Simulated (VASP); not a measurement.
# Ba (Pm-3m) in VASP: single point with LDA

Aim: the single point of Ba with LDA.

All numbers are computed with VASP 6.6.1; they aren't measurements. Logs are shortened: lines on timing, memory, paths and dates and some standing lists are left out, and cuts for length are marked.

**1. The cell of the first run**

Symmetry: Pm-3m, No. 221, cubic system. Conventional cell: a = 4.191 Å, b = 4.191 Å, c = 4.191 Å, α = 90.00°, β = 90.00°, γ = 90.00°. Within 5.5 Å of Ba (site symmetry m-3m) lie 6 Ba at 4.19 Å.

**2. Single point, LDA**

Input file INCAR:

```
SYSTEM = Ba
PREC     = Accurate       ! precision mode
ENCUT    = 500            ! plane-wave cutoff, eV
EDIFF    = 1E-6           ! SCF threshold, eV
ISMEAR   = -1             ! smearing method
SIGMA    = 0.05           ! smearing width, eV
LREAL    = .False.        ! projectors in reciprocal space
LASPH    = .True.         ! aspherical terms in the spheres
NELM     = 120            ! most SCF steps
ALGO     = Normal         ! electronic algorithm
ISIF     = 2              ! what is computed and relaxed
LWAVE    = .False.        ! write WAVECAR
LCHARG   = .False.        ! write CHGCAR
GGA      = CA             ! functional
NBANDS   = 11             ! bands
GGA_COMPAT= .False.
```

Input file KPOINTS:

```
Automatic mesh
0
Gamma
  4 4 4
  0 0 0
```

Input file POSCAR:

```
Ba
1.0
    4.1913400000      0.0000000000      0.0000000000
    0.0000000000      4.1913400000      0.0000000000
    0.0000000000      0.0000000000      4.1913400000
Ba
1
Direct
    0.0000000000      0.0000000000      0.0000000000
```

Potentials or basis: VASP PAW LDA potentials, release 64 (Ba_sv).

Launch:

```
$ cat potpaw_LDA.64/Ba_sv/POTCAR > POTCAR
$ mpirun -np 1 vasp_std > vasp.out
```

OUTCAR:

```text
SYSTEM = Ba
   PREC = Accurate
   ENCUT = 500
   EDIFF = 1E-6
   ISMEAR = -1
   LREAL = .False.
   LASPH = .True.
   NELM = 120
   ISIF = 2
   GGA = CA

 ion  position               nearest neighbor table
   1  0.000  0.000  0.000-

  LATTYP: Found a simple cubic cell.
 ALAT       =     4.1913400000

  Lattice vectors:

 A1 = (   4.1913400000,   0.0000000000,   0.0000000000)
 A2 = (   0.0000000000,   4.1913400000,   0.0000000000)
 A3 = (   0.0000000000,   0.0000000000,   4.1913400000)

Analysis of symmetry for initial positions (statically):
=====================================================================
 Subroutine PRICEL returns:
 Original cell was already a primitive cell.

 Routine SETGRP: Setting up the symmetry group for a
 simple cubic supercell.

 Subroutine GETGRP returns: Found 48 space group operations
 (whereof 48 operations were pure point group operations)
 out of a pool of 48 trial point group operations.

The static configuration has the point symmetry O_h .

Analysis of symmetry for dynamics (positions and initial velocities):
=====================================================================
 Subroutine PRICEL returns:
 Original cell was already a primitive cell.

 Routine SETGRP: Setting up the symmetry group for a
 simple cubic supercell.

 Subroutine GETGRP returns: Found 48 space group operations
 (whereof 48 operations were pure point group operations)
 out of a pool of 48 trial point group operations.

The dynamic configuration has the point symmetry O_h .

 Subroutine INISYM returns: Found 48 space group operations
 (whereof 48 operations are pure point group operations),
 and found     1 'primitive' translations

----------------------------------------------------------------------------------------

                                     Primitive cell

  volume of cell :      73.6307

  direct lattice vectors                    reciprocal lattice vectors
     4.191340000  0.000000000  0.000000000     0.238587182  0.000000000  0.000000000
     0.000000000  4.191340000  0.000000000     0.000000000  0.238587182  0.000000000
     0.000000000  0.000000000  4.191340000     0.000000000  0.000000000  0.238587182

  length of vectors
     4.191340000  4.191340000  4.191340000     0.238587182  0.238587182  0.238587182

  position of ions in fractional coordinates (direct lattice)
     0.000000000  0.000000000  0.000000000

  ion indices of the primitive-cell ions
   primitive index   ion index
                 1           1

----------------------------------------------------------------------------------------

 KPOINTS: Automatic mesh

Automatic generation of k-mesh.
 Grid dimensions read from file:
 generate k-points for:    4    4    4

 Generating k-lattice:

  Cartesian coordinates                     Fractional coordinates (reciprocal lattice)
     0.059646796  0.000000000  0.000000000     0.250000000  0.000000000  0.000000000
     0.000000000  0.059646796  0.000000000     0.000000000  0.250000000  0.000000000
     0.000000000  0.000000000  0.059646796     0.000000000  0.000000000  0.250000000

  Length of vectors
     0.059646796  0.059646796  0.059646796

  Shift w.r.t. Gamma in fractional coordinates (k-lattice)
     0.000000000  0.000000000  0.000000000

 Subroutine IBZKPT returns following result:
 ===========================================

 Found     10 irreducible k-points:

 Following reciprocal coordinates:
            Coordinates               Weight
  0.000000  0.000000  0.000000      1.000000
  0.250000  0.000000  0.000000      6.000000
  0.500000  0.000000  0.000000      3.000000
  0.250000  0.250000  0.000000     12.000000
  0.500000  0.250000  0.000000     12.000000
  0.500000  0.500000  0.000000      3.000000
  0.250000  0.250000  0.250000      8.000000
  0.500000  0.250000  0.250000     12.000000
  0.500000  0.500000  0.250000      6.000000
  0.500000  0.500000  0.500000      1.000000
   k-points           NKPTS =     10   k-points in BZ     NKDIM =     10   number of bands    NBANDS=     11
   number of dos      NEDOS =    301   number of ions     NIONS =      1
   total plane-waves  NPLWV =  32768
   dimension x,y,z NGX =    32 NGY =   32 NGZ =   32
   dimension x,y,z NGXF=    64 NGYF=   64 NGZF=   64
   ions per type =               1
   NGX,Y,Z   is equivalent  to a cutoff of  12.69, 12.69, 12.69 a.u.
   NGXF,Y,Z  is equivalent  to a cutoff of  25.39, 25.39, 25.39 a.u.
 SYSTEM =  Ba
   PREC   = accura    normal or accurate (medium, high low for compatibility)
   ISTART =      0    job   : 0-new  1-cont  2-samecut
   ICHARG =      2    charge: 1-file 2-atom 10-const
   ISPIN  =      1    spin polarized calculation?
   LNONCOLLINEAR =      F non collinear calculations
   LSORBIT =      F    spin-orbit coupling
   LASPH  =      T    aspherical Exc in radial PAW
   ENCUT  =  500.0 eV  36.75 Ry    6.06 a.u.   7.64  7.64  7.64*2*pi/ulx,y,z
   NELM   =    120;   NELMIN=  2; NELMDL= -5     # of ELM steps
   EDIFF  = 0.1E-05   stopping-criterion for ELM
   LREAL  =      F    real-space projection
[... 7 lines left out ...]
   TEBEG  =    0.0;   TEEND  =   0.0 temperature during run
   PSTRESS=    0.0 pullay stress
   NELECT =      10.0000    total number of electrons
   NUPDOWN=      -1.0000    fix difference up-down
   EMIN   =  10.00;   EMAX   =-10.00  energy-range for DOS
   EFERMI =   0.00;   METHOD = LEGACY
   ISMEAR =    -1;   SIGMA  =   0.05  broadening in eV -4-tet -1-fermi 0-gaus
   EFERMI_NEDOS =   21; number of points for ismear=-14 and -15
   IALGO  =     38    algorithm
   IMIX   =      4    mixing-type and parameters
     AMIX     =   0.40;   BMIX     =  1.00
     AMIX_MAG =   1.60;   BMIX_MAG =  1.00
  volume/ion in A,a.u.               =      73.63       496.88
  Fermi-wavevector in a.u.,A,eV,Ry     =   0.841502  1.590209  9.634639  0.708126
  Thomas-Fermi vector in A             =   1.956057
   LORBIT       =      0    0 simple, 1 ext, 2 COOP (PROOUT), +10 PAW based schemes
   GGA     = CA    functional components
   LHFCALC =     F    Hartree Fock is set to
   AEXX    =    0.0000 exact exchange contribution
   IVDW    =     0    specifies the selected vdW correction
   LEPSILON=     F    determine dielectric tensor
   LRPA    =     F    only Hartree local field effects (RPA)
 non-spin polarized calculation
  energy-cutoff  :      500.00
  volume of cell :       73.63
 maximum number of plane-waves:      1888
 NGX is ok and might be reduce to    32
   NGX = 15   NGY = 15   NGZ = 15

 number of electron      10.0000001 magnetization

 Free energy of the ion-electron system (eV)
  ---------------------------------------------------
  ext. energy  EPLUGINS =         0.00000000
  ---------------------------------------------------
  free energy    TOTEN  =        -1.77432785 eV

  energy without entropy =       -1.74195320  energy(sigma->0) =       -1.75814052

 E-fermi :   0.8063     XC(G=0):  -7.0949

 val. band max:        0.7500024068   @ k =   0.5000   0.2500   0.0000
 cond. band min:       0.8160387520   @ k =   0.5000   0.2500   0.2500
 fundamental gap:      0.0660363452
 Fermi energy:         0.8063035292

 k-point     1 :       0.0000    0.0000    0.0000
  band No.  band energies     occupation
      1     -28.3487      2.00000
      2     -13.3179      2.00000
      3     -13.3179      2.00000
      4     -13.3179      2.00000
      5      -1.6403      2.00000
      6       0.9534      0.10023
      7       0.9534      0.10023
      8       4.9746      0.00000
      9       4.9746      0.00000
     10       4.9746      0.00000
     11       7.5315      0.00000

 k-point     2 :       0.2500    0.0000    0.0000
  band No.  band energies     occupation
      1     -28.3339      2.00000
      2     -13.5427      2.00000
      3     -13.2985      2.00000
      4     -13.2985      2.00000
      5      -0.9560      2.00000
      6       1.1644      0.00155
      7       1.5022      0.00000
      8       3.8606      0.00000
      9       3.8606      0.00000
     10       5.0719      0.00000
     11       5.8529      0.00000

 k-point     3 :       0.5000    0.0000    0.0000
  band No.  band energies     occupation
      1     -28.3190      2.00000
      2     -13.7533      2.00000
      3     -13.2789      2.00000
      4     -13.2789      2.00000
      5      -0.0030      2.00000
      6       1.4121      0.00001
      7       1.4386      0.00001
      8       3.1814      0.00000
      9       3.1814      0.00000
     10       5.1751      0.00000
     11       6.4582      0.00000

 k-point     4 :       0.2500    0.2500    0.0000
  band No.  band energies     occupation
      1     -28.3193      2.00000
      2     -13.5243      2.00000
      3     -13.5120      2.00000
      4     -13.2795      2.00000
      5      -0.3117      2.00000
      6       1.3694      0.00003
      7       2.0511      0.00000
      8       2.8166      0.00000
      9       3.9036      0.00000
     10       4.1687      0.00000
     11       6.7159      0.00000

 k-point     5 :       0.5000    0.2500    0.0000
  band No.  band energies     occupation
      1     -28.3045      2.00000
      2     -13.7244      2.00000
      3     -13.4933      2.00000
      4     -13.2603      2.00000
      5       0.7142      1.72626
      6       0.7500      1.51021
      7       2.1977      0.00000
      8       3.3367      0.00000
      9       3.3613      0.00000
     10       4.2162      0.00000
     11       6.4038      0.00000

 k-point     6 :       0.5000    0.5000    0.0000
  band No.  band energies     occupation
      1     -28.2900      2.00000
      2     -13.6951      2.00000
      3     -13.6951      2.00000
      4     -13.2417      2.00000
      5       0.2042      1.99999
      6       1.2937      0.00012
      7       3.5662      0.00000
      8       3.5662      0.00000
      9       3.5810      0.00000
     10       3.5810      0.00000
     11       6.1457      0.00000

 k-point     7 :       0.2500    0.2500    0.2500
  band No.  band energies     occupation
      1     -28.3048      2.00000
      2     -13.5056      2.00000
      3     -13.4888      2.00000
      4     -13.4888      2.00000
      5       0.2429      1.99997
      6       2.0478      0.00000
      7       2.0478      0.00000
      8       3.0115      0.00000
      9       3.0802      0.00000
     10       3.0802      0.00000
     11       7.6563      0.00000

 k-point     8 :       0.5000    0.2500    0.2500
  band No.  band energies     occupation
      1     -28.2902      2.00000
      2     -13.6966      2.00000
      3     -13.4755      2.00000
      4     -13.4652      2.00000
      5       0.8160      0.90295
      6       1.5495      0.00000
      7       1.8111      0.00000
      8       2.7448      0.00000
      9       3.2885      0.00000
     10       4.8948      0.00000
     11       6.6353      0.00000

 k-point     9 :       0.5000    0.5000    0.2500
  band No.  band energies     occupation
      1     -28.2758      2.00000
      2     -13.6684      2.00000
      3     -13.6684      2.00000
      4     -13.4472      2.00000
      5       0.5333      1.99153
      6       1.7155      0.00000
      7       1.7155      0.00000
      8       2.7529      0.00000
      9       5.4435      0.00000
     10       5.4435      0.00000
     11       6.1420      0.00000

 k-point    10 :       0.5000    0.5000    0.5000
  band No.  band energies     occupation
      1     -28.2616      2.00000
      2     -13.6414      2.00000
      3     -13.6414      2.00000
      4     -13.6414      2.00000
      5       0.9838      0.05582
      6       0.9838      0.05582
      7       0.9838      0.05582
      8       4.7646      0.00000
      9       6.1683      0.00000
     10       6.1687      0.00000
     11       6.1703      0.00000

------------------------ aborting loop because EDIFF is reached ----------------------------------------

  FORCE on cell =-STRESS in cart. coord.  units (eV):
  Direction    XX          YY          ZZ          XY          YZ          ZX
  --------------------------------------------------------------------------------------
  -------------------------------------------------------------------------------------
  Total       -0.6903881     -0.6903881     -0.6903881      0.0000000      0.0000000     -0.0000000
  in kB      -15.0226033    -15.0226033    -15.0226033      0.0000000      0.0000000     -0.0000000
  external PRESSURE =     -15.0226033 kB  Pullay stress =       0.0000000 kB

 VOLUME and BASIS-vectors are now :
 -----------------------------------------------------------------------------
  energy-cutoff  :      500.00
  volume of cell :       73.63
      direct lattice vectors                 reciprocal lattice vectors
     4.191340000  0.000000000  0.000000000     0.238587182  0.000000000  0.000000000
     0.000000000  4.191340000  0.000000000     0.000000000  0.238587182  0.000000000
     0.000000000  0.000000000  4.191340000     0.000000000  0.000000000  0.238587182

 POSITION                                       TOTAL-FORCE (eV/Angst)
 -----------------------------------------------------------------------------------
      0.00000      0.00000      0.00000         0.000000      0.000000      0.000000
 -----------------------------------------------------------------------------------
    total drift:                                0.000000     -0.000000      0.000000

  FREE ENERGIE OF THE ION-ELECTRON SYSTEM (eV)
  ---------------------------------------------------
  free  energy   TOTEN  =        -1.7743278543 eV

  energy  without entropy=       -1.7419531957  energy(sigma->0) =       -1.75814052
```

Wall time 6.3 s (1 thread of Intel Xeon 8259CL, shared host); peak memory 0.15 GiB.

What came out:

```yaml
Free_energy: -1.7743 eV
Pressure: -1.5 GPa
Band_gap_on_the_k_mesh: zero (band 5 reaches 0.98 eV, above the bottom of band 6 at 0.75 eV)
```

Levels at points of the mesh, in eV from the Fermi level:
```
           k point  band 2  band 3  band 4  band 5  band 6  band 7  band 8  band 9
(0.00, 0.00, 0.00)  -14.12  -14.12  -14.12   -2.45    0.15    0.15    4.17    4.17
(0.50, 0.00, 0.00)  -14.56  -14.09  -14.09   -0.81    0.61    0.63    2.38    2.38
(0.50, 0.50, 0.00)  -14.50  -14.50  -14.05   -0.60    0.49    2.76    2.76    2.77
(0.50, 0.50, 0.50)  -14.45  -14.45  -14.45    0.18    0.18    0.18    3.96    5.36
```

Caveat: the k points lie up to 0.37 Å⁻¹ apart; spin-orbit coupling is left out, which moves the levels of the heavy elements.
